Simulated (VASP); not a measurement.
# ZnSe (Stilleite): single point with r2SCAN

ZnSe (Stilleite):

```xyz
2
Lattice="0.0000 2.7760 2.7760 2.7760 0.0000 2.7760 2.7760 2.7760 0.0000" Properties=species:S:1:pos:R:3 pbc="T T T"
Se    4.1639    4.1639    4.1639
Zn    0.0000    0.0000    0.0000
```

- Program: VASP 6.6.1
- Task: single point
- Functional: r2SCAN
- Potentials or basis: VASP PAW PBE potentials, release 64 (Se, Zn)
- Cutoff: 520 eV
- k mesh: 8 × 8 × 8
- Occupations: fermi-dirac, width 0.05 eV
- Spin: no spin polarisation

```json
{"Pressure": "4.7 GPa", "Band gap on the k mesh": "2.14 eV, direct"}
```

Levels at points of the mesh, in eV from the valence-band top:
```csv
k point,band 7,band 8,band 9,band 10,band 11,band 12
"(0.00, 0.00, 0.00)",0.00,0.00,0.00,2.14,6.28,6.28
"(0.50, 0.00, 0.00)",-5.73,-0.98,-0.98,3.17,6.84,6.84
"(0.50, 0.50, 0.00)",-5.07,-2.47,-2.47,3.19,3.86,12.02
```

Wall time 53 s on 1 thread of Intel(R) Xeon(R) 6975P-C (Granite Rapids) (shared host), peak memory 0.17 GiB.

Caveat: the PAW data sets were made with another functional, which shifts forces and pressure a little. r2SCAN opens gaps a little over a GGA but as a rule still falls short of measured ones.
